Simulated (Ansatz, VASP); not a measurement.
**Hg: VASP beside Ansatz**

```
Hg
1.0
     0.00000    2.53183    2.53183
     2.53183    0.00000    2.53183
     2.53183    2.53183    0.00000
Hg
1
Cartesian
  0.0000 0.0000 0.0000
```

Alike in both runs: task single point; functional PBE; k mesh 16 × 16 × 16; occupations gaussian, width 0.05 eV; no spin polarisation.

|  | VASP | Ansatz |
| --- | --- | --- |
| version | VASP 6.6.1 | Ansatz 0.2.0 |
| potentials or method | VASP PAW PBE potentials, release 64 (Hg), cutoff 500 eV | scalar-relativistic, plane waves, PAW |
| valence electrons in the cell | 12 | 20 |

VASP gave:

```
gap on the k mesh at the Fermi level (eV) : 0.26
least direct gap on the mesh (eV)         : 1.29
pressure (GPa)                            : 0.0
```

Question: Estimate Ansatz's values.

Answer: gap on the k mesh at the Fermi level (eV): 0.25; least direct gap on the mesh (eV): 1.27; pressure (GPa): 0.0.

The functional is the same, so the differences come from potentials, cutoffs and numerics. VASP's potentials hold 12 valence electrons a cell and Ansatz's 20, so a difference there can come from the potentials and not from the codes.

Neither program's run includes spin-orbit coupling.
